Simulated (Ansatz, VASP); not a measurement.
This is a calculation of Sn for VASP 6.6.1.

File INCAR:

```
SYSTEM = Sn
PREC = Accurate
ENCUT = 600
EDIFF = 1E-6
ISMEAR = -1
SIGMA = 0.05
LREAL = .False.
LASPH = .True.
NELM = 60
ALGO = Normal
ISIF = 3
LWAVE = .False.
LCHARG = .False.
GGA = RE
IBRION = 2
NSW = 60
EDIFFG = -0.01
```

The input KPOINTS:

```
regular mesh
0
Gamma
  9 9 9
  0 0 0
```

POSCAR

```
Sn
1.0
   -2.9401404553      2.9401404553      1.5993019889
    2.9401404553     -2.9401404553      1.5993019889
    2.9401404553      2.9401404553     -1.5993019889
Sn
2
Direct
    0.0000000000      0.0000000000      0.0000000000
    0.7500000000      0.2500000000      0.5000000000
```

Potentials or basis: VASP PAW PBE potentials, release 64 (Sn_d).

The run is started by

```sh
$ cat potpaw_PBE.64/Sn_d/POTCAR > POTCAR
$ mpirun -np 1 vasp_std > vasp.out
```

Set up the same calculation for Ansatz 0.2.0. Potentials there: Ansatz PAW.

As run (the cutoff follows the program's own potentials):

File input.yaml:

```yaml
crystal:
  lattice:
    - [-2.9401404553, 2.9401404553, 1.5993019889]
    - [2.9401404553, -2.9401404553, 1.5993019889]
    - [2.9401404553, 2.9401404553, -1.5993019889]
  atoms:
    - { symbol: Sn, position: [0.0, 0.0, 0.0] }
    - { symbol: Sn, position: [0.75, 0.25, 0.5] }
hamiltonian:
  xc: revpbe
  pseudopotentials: { kind: paw }
kpoints:
  mp_grid: { grid: [9, 9, 9] }
scf:
  occupations: { method: fermi_dirac, width: 0.05 }
output:
  forces: true
  stress: true
relax:
  f_tol: 0.01
  max_steps: 40
  cell: { stress_tol: 0.05 }
```

Potentials or basis: Ansatz PAW.

The run is started by

```bash
$ ansatz run input.yaml --threads 2 --pin off --max-ram 5632MiB --backend cpu --events-out ev --progress --plain --runs-dir out
```

Both were run:

|  | VASP | Ansatz | Ansatz less VASP |
| --- | --- | --- | --- |
| relaxed volume (Å³/atom) | 29.04 | 29.04 | -0.007 |
| relaxed length of the cell vector where the two differ most in proportion (Å) | 4.531 | 4.532 | +0.0003 |

VASP's potentials were made for PBE, not for revPBE.

Noted on Ansatz's run: the plane-wave basis is chosen anew once the cell has moved, so the energies of steps on either side of that aren't comparable.
